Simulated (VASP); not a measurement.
Wanted: the native input for a VASP 6.6.1 run.

```
Task                   : single point
Functional             : PBE
Potentials or basis    : VASP PAW PBE potentials, release 64 (Y_sv, Al, C, N)
Cutoff                 : 520 eV
k mesh                 : 4 × 4 × 4
Occupations            : gaussian, width 0.1 eV
Spin                   : no spin polarisation
Dipole correction      : no
Further INCAR settings : ALGO = Normal; EDIFF = 1e-06; NBANDS = 36
```

The structure of YAlC4N4 lies in POSCAR:

```
YAlC4N4
1.0
    3.4606655713     -3.4328446373      0.0000000000
    3.4606655713      3.4328446373      0.0000000000
   -2.7790300001      0.0000000000      7.4144250127
Y Al C N
1 1 4 4
Direct
    0.6333923015      0.6333923015      0.5697157053
    0.9592384915      0.9592384915      0.9906592036
    0.8111639891      0.2100060509      0.1865374913
    0.1574295135      0.7789568708      0.8046156324
    0.7789568708      0.1574295135      0.8046156324
    0.2100060509      0.8111639891      0.1865374913
    0.7568700283      0.3426788842      0.3176278752
    0.1934614611      0.6559243969      0.6610400422
    0.6559243969      0.1934614611      0.6610400422
    0.3426788842      0.7568700283      0.3176278752
```

One way to write it, as run:

INCAR

```
SYSTEM = YAlC4N4
PREC = Accurate
ENCUT = 520
EDIFF = 1E-6
ISMEAR = 0
SIGMA = 0.1
LREAL = .FALSE.
LASPH = .TRUE.
NELM = 60
ALGO = Normal
ISIF = 2
LWAVE = .FALSE.
LCHARG = .FALSE.
GGA = PE
NBANDS = 36
```

KPOINTS

```
Automatic mesh
0
G
  4 4 4
  0 0 0
```

Potentials or basis: VASP PAW PBE potentials, release 64 (Y_sv, Al, C, N).

Command:

```sh
$ cat potpaw_PBE.64/Y_sv/POTCAR potpaw_PBE.64/Al/POTCAR potpaw_PBE.64/C/POTCAR potpaw_PBE.64/N/POTCAR > POTCAR
$ mpirun -np 1 vasp_std > vasp.out
```

It gave:

```json
{
  "Pressure": "0.4 GPa",
  "Largest force": "0.418 eV/Å",
  "Band gap on the k mesh": "0.41 eV (least direct gap 0.44 eV)"
}
```

It took 2.8 min on 1 thread of Oxide Virtual Turin-like Processor (shared host), peak memory 0.32 GiB.
